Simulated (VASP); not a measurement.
Input of a VASP 6.6.1 run:

The input INCAR:

```
SYSTEM = SiC
PREC = Accurate ; ENCUT = 600
EDIFF = 1E-6 ; ISMEAR = 0
SIGMA = 0.01 ; LREAL = Auto
LASPH = .TRUE. ; NELM = 120
ALGO = Normal ; ISIF = 2
LWAVE = .FALSE. ; LCHARG = .TRUE.
GGA = PE ; LELF = .TRUE.
LVHAR = .TRUE. ; NBANDS = 86
GGA_COMPAT = .FALSE.
```

File KPOINTS:

```
regular mesh
0
G
  4 4 2
  0 0 0
```

The input POSCAR:

```
SiC
1.0
    6.1523851270      0.0000000000      0.0000000000
   -3.0761925635      5.3281218139      0.0000000000
    0.0000000000      0.0000000000     10.0947360604
Si C
16 16
Direct
    0.1666666667      0.3333333333      0.0022924483
    0.3333333333      0.1666666667      0.2522924483
    0.1666666667      0.3333333333      0.5022924483
    0.3333333333      0.1666666667      0.7522924483
    0.1666666667      0.8333333333      0.0022924483
    0.3333333333      0.6666666667      0.2522924483
    0.1666666667      0.8333333333      0.5022924483
    0.3333333333      0.6666666667      0.7522924483
    0.6666666667      0.3333333333      0.0022924483
    0.8333333333      0.1666666667      0.2522924483
    0.6666666667      0.3333333333      0.5022924483
    0.8333333333      0.1666666667      0.7522924483
    0.6666666667      0.8333333333      0.0022924483
    0.8333333333      0.6666666667      0.2522924483
    0.6666666667      0.8333333333      0.5022924483
    0.8333333333      0.6666666667      0.7522924483
    0.1666666667      0.3333333333      0.1902075517
    0.3333333333      0.1666666667      0.4402075517
    0.1666666667      0.3333333333      0.6902075517
    0.3333333333      0.1666666667      0.9402075517
    0.1666666667      0.8333333333      0.1902075517
    0.3333333333      0.6666666667      0.4402075517
    0.1666666667      0.8333333333      0.6902075517
    0.3333333333      0.6666666667      0.9402075517
    0.6666666667      0.3333333333      0.1902075517
    0.8333333333      0.1666666667      0.4402075517
    0.6666666667      0.3333333333      0.6902075517
    0.8333333333      0.1666666667      0.9402075517
    0.6666666667      0.8333333333      0.1902075517
    0.8333333333      0.6666666667      0.4402075517
    0.6666666667      0.8333333333      0.6902075517
    0.8333333333      0.6666666667      0.9402075517
```

Potentials or basis: VASP PAW PBE potentials, release 64 (Si, C).

Run with:

```sh
$ cat potpaw_PBE.64/Si/POTCAR potpaw_PBE.64/C/POTCAR > POTCAR
$ mpirun -np 1 vasp_std > vasp.out
```

Q: Predict the largest force.

A: 0.005 eV/Å.

Q: What does it give for the band gap on the k mesh?

A: 2.53 eV.

Q: Predict the pressure.

A: 3.2 GPa.

Forces in eV/Å, atoms in the order of the input:
```
Si   0.000  0.000 -0.005
Si   0.000  0.000 -0.005
Si   0.000  0.000 -0.005
Si   0.000  0.000 -0.005
Si   0.000  0.000 -0.005
Si   0.000  0.000 -0.005
Si   0.000  0.000 -0.005
Si   0.000  0.000 -0.005
Si   0.000  0.000 -0.005
Si   0.000  0.000 -0.005
Si   0.000  0.000 -0.005
Si   0.000  0.000 -0.005
Si   0.000  0.000 -0.005
Si   0.000  0.000 -0.005
Si   0.000  0.000 -0.005
Si   0.000  0.000 -0.005
C    0.000  0.000  0.005
C    0.000  0.000  0.005
C    0.000  0.000  0.005
C    0.000  0.000  0.005
C    0.000  0.000  0.005
C    0.000  0.000  0.005
C    0.000  0.000  0.005
C    0.000  0.000  0.005
C    0.000  0.000  0.005
C    0.000  0.000  0.005
C    0.000  0.000  0.005
C    0.000  0.000  0.005
C    0.000  0.000  0.005
C    0.000  0.000  0.005
C    0.000  0.000  0.005
C    0.000  0.000  0.005
```

Caveat: the cell stands under pressure. As with any semilocal functional, this PBE gap is likely too small.
